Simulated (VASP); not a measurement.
**SiW12: single point with PBE+D3(BJ)**

The system is SiW12, a slab with vacuum.

```
W Si
1.0
     5.66442    0.00000    0.00000
     0.00000    5.66442    0.00000
     0.00000    0.00000   21.15007
W Si
12 1
Direct
  0.25000 0.25000 0.18912
  0.25000 0.75000 0.18912
  0.75000 0.25000 0.18912
  0.75000 0.75000 0.18912
  0.00000 0.00000 0.28489
  0.00000 0.50000 0.28489
  0.50000 0.00000 0.28489
  0.50000 0.50000 0.28489
  0.25000 0.25000 0.38062
  0.25000 0.75000 0.38062
  0.75000 0.25000 0.38062
  0.75000 0.75000 0.38062
  0.41667 0.41667 0.51300
```

- Program: VASP 6.6.1
- Task: single point
- Functional: PBE
- Dispersion: D3(BJ)
- Potentials or basis: VASP PAW PBE potentials, release 64 (W_sv, Si)
- Cutoff: 520 eV
- k mesh: 5 × 5 × 1
- Occupations: gaussian, width 0.1 eV
- Spin: no spin polarisation
- Dipole correction: yes
- Further INCAR settings: ALGO = Normal; EDIFF = 1e-07; NBANDS = 98

| Property | Result |
| --- | --- |
| Largest force | 3.057 eV/Å |
| Band gap on the k mesh | zero (bands 86 and 87 overlap by 0.25 eV) |
| Dispersion energy per atom | -0.398 eV |

Forces on the atoms (eV/Å):
```
W   -0.035 -0.035  0.178
W    0.009  0.050  0.079
W    0.050  0.009  0.079
W    0.016  0.016  0.067
W   -0.026 -0.026 -0.406
W   -0.143  0.158 -0.298
W    0.158 -0.143 -0.298
W    0.015  0.015 -0.102
W    0.186  0.186  1.692
W    0.072 -0.136  0.787
W   -0.136  0.072  0.787
W   -0.109 -0.109  0.489
Si  -0.057 -0.057 -3.056
```

Levels at points of the mesh, in eV from the Fermi level:
| k point | band 83 | band 84 | band 85 | band 86 | band 87 | band 88 | band 89 | band 90 | band 91 | band 92 |
| --- | --- | --- | --- | --- | --- | --- | --- | --- | --- | --- |
| (0.00, 0.00, 0.00) | -0.14 | -0.14 | -0.02 | -0.02 | 0.26 | 0.36 | 0.63 | 0.93 | 1.06 | 1.06 |

Run time: 56 min on 1 thread of Intel Xeon 8259CL, with other jobs on the host, peak memory 0.83 GiB.

Caveat: spin-orbit coupling is left out, which moves the levels of the heavy elements.
